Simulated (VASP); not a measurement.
AlNi: single point with PBEsol

Crystal: AlNi.

```
Ni Al
1.0
     2.74008    0.00000    0.00000
     0.00000    2.74008    0.00000
     0.00000    0.00000    2.74008
Ni Al
1 1
Direct
  0.50000 0.50000 0.50000
  0.00000 0.00000 0.00000
```

- Program: VASP 6.6.1
- Task: single point
- Functional: PBEsol
- Potentials or basis: VASP PAW PBE potentials, release 64 (Ni, Al)
- Cutoff: 520 eV
- k mesh: 9 × 9 × 9
- Occupations: fermi-dirac, width 0.05 eV
- Spin: collinear spin, ferromagnetic start
- Starting moments: [1.0, 0.0] μB
- Dipole correction: no
- Further INCAR settings: ALGO = Normal; EDIFF = 1e-07; NBANDS = 18

| Property | Result |
| --- | --- |
| Pressure | 30.1 GPa |
| Net moment | 0.00 μB per cell |
| Valence electrons inside the program's atomic spheres | Ni 9.78; Al 0.89 |

Levels at points of the mesh, in eV from the Fermi level:
Spin up:
| k point | band 2 | band 3 | band 4 | band 5 | band 6 | band 7 | band 8 | band 9 | band 10 | band 11 |
| --- | --- | --- | --- | --- | --- | --- | --- | --- | --- | --- |
| (0.00, 0.00, 0.00) | -4.11 | -4.11 | -1.96 | -1.96 | -1.96 | 6.11 | 6.11 | 6.11 | 8.58 | 8.58 |
Spin down:
```csv
k point,band 3,band 4,band 5,band 6,band 7,band 8,band 9,band 10
"(0.00, 0.00, 0.00)",-4.11,-1.96,-1.96,-1.96,6.11,6.11,6.11,8.58
```

It took 9.9 s on 1 thread of Intel(R) Xeon(R) 6975P-C (Granite Rapids), on a shared host, peak memory 0.14 GiB.

Caveat: the PAW data sets were made with another functional, which shifts forces and pressure a little.
